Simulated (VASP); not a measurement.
# Nb: single point with r2SCAN

Nb:

```
Nb
1.0
    -1.65113    1.65113    1.65113
     1.65113   -1.65113    1.65113
     1.65113    1.65113   -1.65113
Nb
1
Direct
  0.00000 0.00000 0.00000
```

- Program: VASP 6.6.1
- Task: single point
- Functional: r2SCAN
- Potentials or basis: VASP PAW PBE potentials, release 64 (Nb_sv)
- Cutoff: 520 eV
- k mesh: 13 × 13 × 13
- Occupations: methfessel-paxton, width 0.1 eV
- Spin: no spin polarisation

| Quantity | Value |
| --- | --- |
| Pressure | -0.8 GPa |
| Band gap on the k mesh | zero (an odd number of electrons rules out a gap without spin polarisation) |

Levels at points of the mesh, in eV from the Fermi level:
| k point | band 4 | band 5 | band 6 | band 7 | band 8 | band 9 |
| --- | --- | --- | --- | --- | --- | --- |
| (0.00, 0.00, 0.00) | -30.69 | -6.29 | 0.45 | 0.45 | 0.45 | 3.57 |

Run time: 25 s on 1 thread of Intel(R) Xeon(R) 6975P-C (Granite Rapids) (shared host), peak memory 0.15 GiB.

Caveat: the PAW data sets were made with another functional, which shifts forces and pressure a little.
